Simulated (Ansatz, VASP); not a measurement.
# CdTe: VASP beside Ansatz

INCAR

```
PREC = Accurate
ENCUT = 500
EDIFF = 1E-6
ISMEAR = 0
SIGMA = 0.05
LREAL = False
LASPH = True
NELM = 120
ALGO = Normal
ISIF = 2
LWAVE = False
LCHARG = False
GGA = PS
NBANDS = 16
GGA_COMPAT = False
```

KPOINTS

```
Automatic mesh
0
Gamma
  6 6 6
```

File POSCAR:

```
CdTe
1.0
    3.7093436451      0.0000000000      0.0000000000
    0.0000000000      3.7093436451      0.0000000000
    0.0000000000      0.0000000000      3.7093436451
Cd Te
1 1
Direct
    0.0000000000      0.0000000000      0.0000000000
    0.5000000000      0.5000000000      0.5000000000
```

Input for Ansatz:

```yaml
crystal:
  lattice:
    - [3.7093436451, 0.0, 0.0]
    - [0.0, 3.7093436451, 0.0]
    - [0.0, 0.0, 3.7093436451]
  atoms:
    - { symbol: Cd, position: [0.0, 0.0, 0.0] }
    - { symbol: Te, position: [0.5, 0.5, 0.5] }
basis:
  ecutwfc: 420
kpoints:
  mp_grid: { grid: [6, 6, 6] }
hamiltonian:
  xc: pbesol
scf:
  occupations: { method: gaussian, width: 0.05 }
output:
  forces: true
  stress: true
  eigenvalues: true
```

Alike in both runs: task single point; functional PBEsol; k mesh 6 × 6 × 6; occupations gaussian, width 0.05 eV; no spin polarisation.

|  | VASP | Ansatz |
| --- | --- | --- |
| version | VASP 6.6.1 | Ansatz 0.2.0 |
| potentials or method | VASP PAW PBE potentials, release 64 (Cd, Te), cutoff 500 eV | scalar-relativistic, plane waves, PAW |
| valence electrons in the cell | 18 | 36 |

Ansatz gave:

- gap on the k mesh at the Fermi level (eV): none
- pressure (GPa): -0.6

Q: What did VASP give for the same quantities?

A: gap on the k mesh at the Fermi level (eV): none; pressure (GPa): -0.4.

VASP's potentials were made for PBE, not for PBEsol. A gap of «none» marks a metal or a gap that the smearing closes. The functional is the same, so the differences come from potentials, cutoffs and numerics. VASP's potentials hold 18 valence electrons a cell and Ansatz's 36, so a difference there can come from the potentials and not from the codes.

Neither program's run includes spin-orbit coupling.
